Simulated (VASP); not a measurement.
# InGa3P4 (P-4m2) in VASP: further runs, part 2 of 2

VASP 6.6.1. The steps go on from the part before.

## 4. Single point, PBE

This run uses another cell than the first one, of 22.19 Å³/atom.

File INCAR:

```
SYSTEM = InGa3P4
ALGO = Normal
EDIFF = 1E-6
ENCUT = 520
GGA = PE
ISIF = 2
ISMEAR = 0
LASPH = .True.
LCHARG = .True.
LELF = .True.
LREAL = .False.
LVHAR = .True.
LWAVE = .False.
NBANDS = 46
NELM = 80
PREC = Accurate
SIGMA = 0.02
```

File KPOINTS:

```
k-points
0
Gamma
  8 8 4
  0 0 0
```

File POSCAR:

```
InGa3P4
1.0
    3.9653661000      0.0000000000      0.0000000000
    0.0000000000      3.9653661000      0.0000000000
    0.0000000000      0.0000000000     11.2880173000
In Ga P
1 3 4
Direct
    0.5000000000      0.5000000000      0.0000000000
    0.0000000000      0.0000000000      0.7402420000
    0.0000000000      0.0000000000      0.2597580000
    0.5000000000      0.5000000000      0.5000000000
    0.5000000000      0.0000000000      0.8591390000
    0.0000000000      0.5000000000      0.1408610000
    0.5000000000      0.0000000000      0.3799500000
    0.0000000000      0.5000000000      0.6200500000
```

Potentials or basis: VASP PAW PBE potentials, release 64 (In_d, Ga_d, P).

Command:

```bash
$ cat potpaw_PBE.64/In_d/POTCAR potpaw_PBE.64/Ga_d/POTCAR potpaw_PBE.64/P/POTCAR > POTCAR
$ mpirun -np 1 vasp_std > vasp.out
```

OUTCAR:

```text
SYSTEM = InGa3P4
   EDIFF = 1E-6
   ENCUT = 520
   GGA = PE
   ISIF = 2
   ISMEAR = 0
   LASPH = .True.
   LREAL = .False.
   NELM = 80
   PREC = Accurate

 ion  position               nearest neighbor table
   1  0.500  0.500  0.000-   5 2.54   6 2.54   5 2.54   6 2.54
   2  0.000  0.000  0.740-   5 2.39   5 2.39   8 2.40   8 2.40
   3  0.000  0.000  0.260-   6 2.39   6 2.39   7 2.40   7 2.40
   4  0.500  0.500  0.500-   7 2.40   8 2.40   7 2.40   8 2.40
   5  0.500  0.000  0.859-   2 2.39   2 2.39   1 2.54   1 2.54
   6  0.000  0.500  0.141-   3 2.39   3 2.39   1 2.54   1 2.54
   7  0.500  0.000  0.380-   4 2.40   4 2.40   3 2.40   3 2.40
   8  0.000  0.500  0.620-   4 2.40   4 2.40   2 2.40   2 2.40

  LATTYP: Found a simple tetragonal cell.
 ALAT       =     3.9653661000
 C/A-ratio  =     2.8466519901

  Lattice vectors:

 A1 = (   3.9653661000,   0.0000000000,   0.0000000000)
 A2 = (   0.0000000000,   3.9653661000,   0.0000000000)
 A3 = (   0.0000000000,   0.0000000000,  11.2880173000)

Analysis of symmetry for initial positions (statically):
=====================================================================
 Subroutine PRICEL returns:
 Original cell was already a primitive cell.

 Routine SETGRP: Setting up the symmetry group for a
 simple tetragonal supercell.

 Subroutine GETGRP returns: Found  8 space group operations
 (whereof  8 operations were pure point group operations)
 out of a pool of 16 trial point group operations.

The static configuration has the point symmetry D_2d.

Analysis of symmetry for dynamics (positions and initial velocities):
=====================================================================
 Subroutine PRICEL returns:
 Original cell was already a primitive cell.

 Routine SETGRP: Setting up the symmetry group for a
 simple tetragonal supercell.

 Subroutine GETGRP returns: Found  8 space group operations
 (whereof  8 operations were pure point group operations)
 out of a pool of 16 trial point group operations.

The dynamic configuration has the point symmetry D_2d.

 Subroutine INISYM returns: Found  8 space group operations
 (whereof  8 operations are pure point group operations),
 and found     1 'primitive' translations

----------------------------------------------------------------------------------------

                                     Primitive cell

  volume of cell :     177.4942

  direct lattice vectors                    reciprocal lattice vectors
     3.965366100  0.000000000  0.000000000     0.252183525  0.000000000  0.000000000
     0.000000000  3.965366100  0.000000000     0.000000000  0.252183525  0.000000000
     0.000000000  0.000000000 11.288017300     0.000000000  0.000000000  0.088589517

  length of vectors
     3.965366100  3.965366100 11.288017300     0.252183525  0.252183525  0.088589517

  position of ions in fractional coordinates (direct lattice)
     0.500000000  0.500000000  0.000000000
     0.000000000  0.000000000  0.740242000
     0.000000000  0.000000000  0.259758000
     0.500000000  0.500000000  0.500000000
     0.500000000  0.000000000  0.859139000
     0.000000000  0.500000000  0.140861000
     0.500000000  0.000000000  0.379950000
[... 45 lines left out ...]
  0.500000  0.000000  0.000000      2.000000
  0.125000  0.125000  0.000000      4.000000
[... 16 lines left out ...]
  0.375000  0.125000  0.250000     16.000000
  0.500000  0.125000  0.250000      8.000000
 [... further k-points ...]
   k-points           NKPTS =     45   k-points in BZ     NKDIM =     45   number of bands    NBANDS=     46
   number of dos      NEDOS =    301   number of ions     NIONS =      8
   total plane-waves  NPLWV =  75600
   dimension x,y,z NGX =    30 NGY =   30 NGZ =   84
   dimension x,y,z NGXF=    60 NGYF=   60 NGZF=  168
   ions per type =               1   3   4
   NGX,Y,Z   is equivalent  to a cutoff of  12.58, 12.58, 12.37 a.u.
   NGXF,Y,Z  is equivalent  to a cutoff of  25.15, 25.15, 24.74 a.u.
 SYSTEM =  InGa3P4
   PREC   = accura    normal or accurate (medium, high low for compatibility)
   ISTART =      0    job   : 0-new  1-cont  2-samecut
   ICHARG =      2    charge: 1-file 2-atom 10-const
   ISPIN  =      1    spin polarized calculation?
   LNONCOLLINEAR =      F non collinear calculations
   LSORBIT =      F    spin-orbit coupling
   LASPH  =      T    aspherical Exc in radial PAW
   ENCUT  =  520.0 eV  38.22 Ry    6.18 a.u.   7.37  7.37 20.99*2*pi/ulx,y,z
   NELM   =     80;   NELMIN=  2; NELMDL= -5     # of ELM steps
   EDIFF  = 0.1E-05   stopping-criterion for ELM
   LREAL  =      F    real-space projection
   EDIFFG = 0.1E-04   stopping-criterion for IOM
   NSW    =      0    number of steps for IOM
   IBRION =     -1    ionic relax: 0-MD 1-quasi-New 2-CG
   NFREE  =      0    steps in history (QN), initial steepest desc. (CG)
   ISIF   =      2    stress and relaxation
   ISYM   =      2    0-nonsym 1-usesym 2-fastsym
   POTIM  = 0.5000    time-step for ionic-motion
   TEBEG  =    0.0;   TEEND  =   0.0 temperature during run
   PSTRESS=    0.0 pullay stress
   NELECT =      72.0000    total number of electrons
   NUPDOWN=      -1.0000    fix difference up-down
   EMIN   =  10.00;   EMAX   =-10.00  energy-range for DOS
   EFERMI =   0.00;   METHOD = LEGACY
   ISMEAR =     0;   SIGMA  =   0.02  broadening in eV -4-tet -1-fermi 0-gaus
   EFERMI_NEDOS =   21; number of points for ismear=-14 and -15
   IALGO  =     38    algorithm
   IMIX   =      4    mixing-type and parameters
     AMIX     =   0.40;   BMIX     =  1.00
     AMIX_MAG =   1.60;   BMIX_MAG =  1.00
  volume/ion in A,a.u.               =      22.19       149.72
  Fermi-wavevector in a.u.,A,eV,Ry     =   1.211874  2.290110 19.982052  1.468639
  Thomas-Fermi vector in A             =   2.347376
   LORBIT       =      0    0 simple, 1 ext, 2 COOP (PROOUT), +10 PAW based schemes
   GGA     = PE    functional components
   LHFCALC =     F    Hartree Fock is set to
   AEXX    =    0.0000 exact exchange contribution
   IVDW    =     0    specifies the selected vdW correction
   LEPSILON=     F    determine dielectric tensor
   LRPA    =     F    only Hartree local field effects (RPA)
 non-spin polarized calculation
 Gauss-broadening in eV      SIGMA  =   0.02
  energy-cutoff  :      520.00
  volume of cell :      177.49
 maximum number of plane-waves:      4834
 NGX is ok and might be reduce to    30
   NGX = 15   NGY = 15   NGZ = 41

 number of electron      71.9999986 magnetization

 Free energy of the ion-electron system (eV)
  ---------------------------------------------------
  ext. energy  EPLUGINS =         0.00000000
  ---------------------------------------------------
  free energy    TOTEN  =       -35.64266687 eV

  energy without entropy =      -35.64266687  energy(sigma->0) =      -35.64266687

 E-fermi :   4.6370     XC(G=0):  -9.5344

 val. band max:        4.5311275327   @ k =   0.0000   0.0000   0.0000
 cond. band min:       5.6361546027   @ k =   0.0000   0.0000   0.0000
 fundamental gap:      1.1050270700
 Fermi energy:         4.6369619400

 k-point     1 :       0.0000    0.0000    0.0000
  band No.  band energies     occupation
      1     -10.1186      2.00000
      2     -10.0907      2.00000
      3     -10.0450      2.00000
      4     -10.0290      2.00000
      5     -10.0290      2.00000
      6     -10.0137      2.00000
[... 1165 lines left out ...]
     45       9.6755      0.00000
     46       9.8669      0.00000

 [... further k-points ...]

------------------------ aborting loop because EDIFF is reached ----------------------------------------

  FORCE on cell =-STRESS in cart. coord.  units (eV):
  Direction    XX          YY          ZZ          XY          YZ          ZX
  --------------------------------------------------------------------------------------
  -------------------------------------------------------------------------------------
  Total       -0.0039021     -0.0039021     -0.0002743      0.0000000      0.0000000      0.0000000
  in kB       -0.0352231     -0.0352231     -0.0024764      0.0000000      0.0000000      0.0000000
  external PRESSURE =      -0.0243075 kB  Pullay stress =       0.0000000 kB

 VOLUME and BASIS-vectors are now :
 -----------------------------------------------------------------------------
  energy-cutoff  :      520.00
  volume of cell :      177.49
      direct lattice vectors                 reciprocal lattice vectors
     3.965366100  0.000000000  0.000000000     0.252183525  0.000000000  0.000000000
     0.000000000  3.965366100  0.000000000     0.000000000  0.252183525  0.000000000
     0.000000000  0.000000000 11.288017300     0.000000000  0.000000000  0.088589517

 POSITION                                       TOTAL-FORCE (eV/Angst)
 -----------------------------------------------------------------------------------
      1.98268      1.98268      0.00000        -0.000000      0.000000      0.000000
      0.00000      0.00000      8.35586        -0.000000     -0.000000      0.000885
      0.00000      0.00000      2.93215        -0.000000     -0.000000     -0.000885
      1.98268      1.98268      5.64401        -0.000000      0.000000      0.000000
      1.98268      0.00000      9.69798        -0.000000     -0.000000      0.006313
      0.00000      1.98268      1.59004        -0.000000     -0.000000     -0.006313
      1.98268      0.00000      4.28888         0.000000     -0.000000      0.000250
      0.00000      1.98268      6.99914         0.000000     -0.000000     -0.000250
 -----------------------------------------------------------------------------------
    total drift:                                0.000000      0.000000      0.000000

  FREE ENERGIE OF THE ION-ELECTRON SYSTEM (eV)
  ---------------------------------------------------
  free  energy   TOTEN  =       -35.6426668694 eV

  energy  without entropy=      -35.6426668694  energy(sigma->0) =      -35.64266687
```

Wall time 7.1 min (1 thread of Oxide Virtual Turin-like, shared host); peak memory 0.42 GiB.

Results:

```yaml
Free_energy: -35.6427 eV
Pressure: 0.0 GPa
Largest_force: 0.006 eV/Å
Band_gap_on_the_k_mesh: 1.11 eV
```

Forces on the atoms (eV/Å):
```
In   0.000  0.000  0.000
Ga   0.000  0.000  0.001
Ga   0.000  0.000 -0.001
Ga   0.000  0.000  0.000
P    0.000  0.000  0.006
P    0.000  0.000 -0.006
P    0.000  0.000  0.000
P    0.000  0.000  0.000
```

Caveat: spin-orbit coupling is left out, which moves the levels of the heavy elements. A k mesh can miss the band edges.

## 5. Single point, PBE

This run uses another cell than the first one, of 22.19 Å³/atom.

File INCAR:

```
  PREC = Accurate
  ENCUT = 520
  EDIFF = 1E-6
  ISMEAR = 0
  SIGMA = 0.02
  LREAL = False
  LASPH = True
  NELM = 100
  ALGO = Normal
  ISIF = 2
  LWAVE = False
  LCHARG = False
  GGA = PE
  NBANDS = 46
```

File KPOINTS:

```
Automatic mesh
0
Gamma
  8 8 4
```

POSCAR is that of step 4.

Potentials or basis: VASP PAW PBE potentials, release 64 (In_d, Ga_d, P).

Command:

```bash
$ cat potpaw_PBE.64/In_d/POTCAR potpaw_PBE.64/Ga_d/POTCAR potpaw_PBE.64/P/POTCAR > POTCAR
$ mpirun -np 1 vasp_std > vasp.out
```

OUTCAR:

```text
PREC = Accurate
   ENCUT = 520
   EDIFF = 1E-6
   ISMEAR = 0
   LREAL = False
   LASPH = True
   NELM = 100
   ISIF = 2
   GGA = PE

 ion  position               nearest neighbor table
   1  0.500  0.500  0.000-   5 2.54   6 2.54   5 2.54   6 2.54
   2  0.000  0.000  0.740-   5 2.39   5 2.39   8 2.40   8 2.40
   3  0.000  0.000  0.260-   6 2.39   6 2.39   7 2.40   7 2.40
   4  0.500  0.500  0.500-   7 2.40   8 2.40   7 2.40   8 2.40
[... 1392 lines left out ...]
  -------------------------------------------------------------------------------------
  Total       -0.0039021     -0.0039021     -0.0002743      0.0000000      0.0000000      0.0000000
  in kB       -0.0352231     -0.0352231     -0.0024764      0.0000000      0.0000000      0.0000000
  external PRESSURE =      -0.0243075 kB  Pullay stress =       0.0000000 kB

 VOLUME and BASIS-vectors are now :
 -----------------------------------------------------------------------------
  energy-cutoff  :      520.00
  volume of cell :      177.49
      direct lattice vectors                 reciprocal lattice vectors
     3.965366100  0.000000000  0.000000000     0.252183525  0.000000000  0.000000000
     0.000000000  3.965366100  0.000000000     0.000000000  0.252183525  0.000000000
     0.000000000  0.000000000 11.288017300     0.000000000  0.000000000  0.088589517

 POSITION                                       TOTAL-FORCE (eV/Angst)
 -----------------------------------------------------------------------------------
      1.98268      1.98268      0.00000        -0.000000      0.000000      0.000000
      0.00000      0.00000      8.35586        -0.000000     -0.000000      0.000885
      0.00000      0.00000      2.93215        -0.000000     -0.000000     -0.000885
      1.98268      1.98268      5.64401        -0.000000      0.000000      0.000000
      1.98268      0.00000      9.69798        -0.000000     -0.000000      0.006313
      0.00000      1.98268      1.59004        -0.000000     -0.000000     -0.006313
      1.98268      0.00000      4.28888         0.000000     -0.000000      0.000250
      0.00000      1.98268      6.99914         0.000000     -0.000000     -0.000250
 -----------------------------------------------------------------------------------
    total drift:                                0.000000      0.000000      0.000000

  FREE ENERGIE OF THE ION-ELECTRON SYSTEM (eV)
  ---------------------------------------------------
  free  energy   TOTEN  =       -35.6426668694 eV

  energy  without entropy=      -35.6426668694  energy(sigma->0) =      -35.64266687
```

OSZICAR:

```text
N       E                     dE             d eps       ncg     rms          rms(c)
DAV:   1     0.668456220907E+03    0.66846E+03   -0.32670E+04  4362   0.216E+03
DAV:   2     0.769488876006E+02   -0.59151E+03   -0.57050E+03  4394   0.587E+02
DAV:   3    -0.296150339028E+02   -0.10656E+03   -0.10353E+03  4766   0.193E+02
DAV:   4    -0.366077687653E+02   -0.69927E+01   -0.69437E+01  5334   0.482E+01
DAV:   5    -0.368401807983E+02   -0.23241E+00   -0.23211E+00  5932   0.909E+00    0.940E+00
DAV:   6    -0.357222676008E+02    0.11179E+01   -0.22229E+00  6076   0.151E+01    0.554E+00
DAV:   7    -0.356464484450E+02    0.75819E-01   -0.11002E+00  5738   0.453E+00    0.188E+00
DAV:   8    -0.356418222176E+02    0.46262E-02   -0.19083E-01  5614   0.428E+00    0.747E-01
DAV:   9    -0.356416972455E+02    0.12497E-03   -0.22129E-02  5678   0.275E+00    0.312E-01
DAV:  10    -0.356424660022E+02   -0.76876E-03   -0.44828E-03  5590   0.948E-01    0.185E-01
DAV:  11    -0.356426666473E+02   -0.20065E-03   -0.12577E-03  5158   0.354E-01    0.774E-02
DAV:  12    -0.356426480433E+02    0.18604E-04   -0.19782E-04  5868   0.148E-01    0.425E-02
DAV:  13    -0.356426501760E+02   -0.21327E-05   -0.31517E-05  5758   0.355E-02    0.536E-02
DAV:  14    -0.356426608756E+02   -0.10700E-04   -0.15451E-05  4940   0.602E-02    0.460E-02
DAV:  15    -0.356426668035E+02   -0.59279E-05   -0.10265E-05  4026   0.184E-02    0.229E-02
DAV:  16    -0.356426668694E+02   -0.65973E-07   -0.58406E-07  3414   0.103E-02
   1 F= -.35642667E+02 E0= -.35642667E+02  d E =-.608133E-16
```

stdout:

```text
POSCAR found type information on POSCAR InGaP
 POSCAR found :  3 types and       8 ions
 scaLAPACK will be used
 LDA part: xc-table for (Slater+PW92), standard interpolation
 POSCAR, INCAR and KPOINTS ok, starting setup
 FFT: planning ... GRIDC
 FFT: planning ... GRID_SOFT
 FFT: planning ... GRID
 WAVECAR not read
 entering main loop
```

Wall time 8.4 min (1 thread of Oxide Virtual Turin-like, shared host); peak memory 0.42 GiB.

Results:

```yaml
Free_energy: -35.6427 eV
Pressure: 0.0 GPa
Largest_force: 0.006 eV/Å
Band_gap_on_the_k_mesh: 1.11 eV
```

Forces on the atoms (eV/Å):
```
In   0.000  0.000  0.000
Ga   0.000  0.000  0.001
Ga   0.000  0.000 -0.001
Ga   0.000  0.000  0.000
P    0.000  0.000  0.006
P    0.000  0.000 -0.006
P    0.000  0.000  0.000
P    0.000  0.000  0.000
```

Levels at points of the mesh, in eV from the valence-band top:
```tsv
k point	band 33	band 34	band 35	band 36	band 37	band 38	band 39	band 40
(0.00, 0.00, 0.00)	-1.37	-0.11	0.00	0.00	1.11	1.63	1.72	2.28
(0.50, 0.00, 0.00)	-1.25	-1.10	-1.08	-0.59	1.31	1.50	2.74	3.24
(0.50, 0.50, 0.00)	-2.61	-2.51	-2.51	-2.41	1.69	1.69	1.80	2.00
(0.00, 0.00, 0.50)	-0.75	-0.75	-0.42	-0.42	1.62	1.63	2.21	2.40
(0.50, 0.00, 0.50)	-1.30	-1.29	-1.26	-0.59	2.18	2.23	2.31	2.74
(0.50, 0.50, 0.50)	-2.85	-2.82	-2.81	-2.81	2.65	2.65	2.75	2.78
```

Caveat: spin-orbit coupling is left out, which moves the levels of the heavy elements.

## 6. The runs side by side

```csv
task,cell,cutoff (eV),gap on the mesh (eV),pressure (GPa),largest force (eV/Å)
relaxation of shape and atoms at fixed volume,"relaxed from a = 4.095, b = 4.095, c = 11.645 Å, 8 atoms, atomic positions A",600,0.45,-5.5,0.01
relaxation of shape and atoms at fixed volume,"relaxed from a = 3.798, b = 3.798, c = 10.831 Å, 8 atoms, atomic positions B",600,1.36,12.1,0.01
single point,"a = 3.965, b = 3.965, c = 11.288 Å, 8 atoms, atomic positions C",520,1.11,0.0,0.01
```

Alike in all rows: level PBE; potentials or basis VASP PAW PBE potentials, release 64 (In_d, Ga_d, P); no spin polarisation; k mesh 8 × 8 × 4; smearing gaussian 0.02 eV.

Caveats: spin-orbit coupling is left out, which moves the levels of the heavy elements; semilocal functionals underestimate gaps, and a narrow one can read as zero (at least some runs).

Absolute energies hang on the potentials; compare differences alone.
